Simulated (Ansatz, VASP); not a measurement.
**Two plane-wave programs on Cd**

POSCAR

```
Cd
1.0
    1.7525236404     -5.5593650223      0.0000000000
    1.7525236404      5.5593650223      0.0000000000
    0.0000000000      0.0000000000      4.6380988186
Cd
4
Direct
    0.0980000000      0.9020000000      0.9100000000
    0.5980000000      0.4020000000      0.5900000000
    0.9020000000      0.0980000000      0.0900000000
    0.4020000000      0.5980000000      0.4100000000
```

File INCAR.step1:

```
SYSTEM = Cd
PREC = Accurate
ENCUT = 520
ISMEAR = 0
SIGMA = 0.1
LREAL = .FALSE.
LASPH = .TRUE.
NELM = 60
NBANDS = 32
GGA = PE
ALGO = Normal
EDIFF = 1E-4
LWAVE = .TRUE.
LCHARG = .FALSE.
```

File INCAR.step2:

```
SYSTEM = Cd
PREC = Accurate
ENCUT = 520
EDIFF = 1E-6
ISMEAR = 0
SIGMA = 0.1
LREAL = .FALSE.
LASPH = .TRUE.
NELM = 60
ALGO = Normal
ISIF = 2
LWAVE = .FALSE.
LCHARG = .TRUE.
METAGGA = R2SCAN
LMIXTAU = .TRUE.
LELF = .TRUE.
LVHAR = .TRUE.
NBANDS = 32
ISTART = 1
```

File KPOINTS:

```
regular mesh
0
G
  6 6 4
  0 0 0
```

Input for Ansatz:

```yaml
crystal:
  lattice:
    - [1.7525236404, -5.5593650223, 0.0]
    - [1.7525236404, 5.5593650223, 0.0]
    - [0.0, 0.0, 4.6380988186]
  atoms:
    - { symbol: Cd, position: [0.098, 0.902, 0.91] }
    - { symbol: Cd, position: [0.598, 0.402, 0.59] }
    - { symbol: Cd, position: [0.902, 0.098, 0.09] }
    - { symbol: Cd, position: [0.402, 0.598, 0.41] }
basis:
  ecutwfc: 500
kpoints:
  mp_grid: { grid: [6, 6, 4] }
hamiltonian:
  xc: r2scan
scf:
  occupations: { method: gaussian, width: 0.1 }
  lower_state_search: "off"
output:
  forces: true
  stress: true
  eigenvalues: true
```

Alike in both runs: task single point; functional r2SCAN; k mesh 6 × 6 × 4; occupations gaussian, width 0.1 eV; no spin polarisation.

```csv
,VASP,Ansatz
version,VASP 6.6.1,Ansatz 0.2.0
potentials or method,"VASP PAW PBE potentials, release 64 (Cd), cutoff 520 eV","scalar-relativistic, plane waves, PAW"
valence electrons in the cell,48,80
```

Ansatz gave:

```
gap on the k mesh at the Fermi level (eV) : none
rms of the force components (eV/Å)        : 3.869
```

Problem. Estimate VASP's values.

Solution. gap on the k mesh at the Fermi level (eV): none; rms of the force components (eV/Å): 4.090.

VASP's potentials were made for PBE, not for r2SCAN. Atom by atom the forces differ by 0.222 eV/Å (rms over components). A gap of «none» marks a metal or a gap that the smearing closes. VASP's potentials hold 48 valence electrons a cell and Ansatz's 80, so a difference there can come from the potentials and not from the codes.
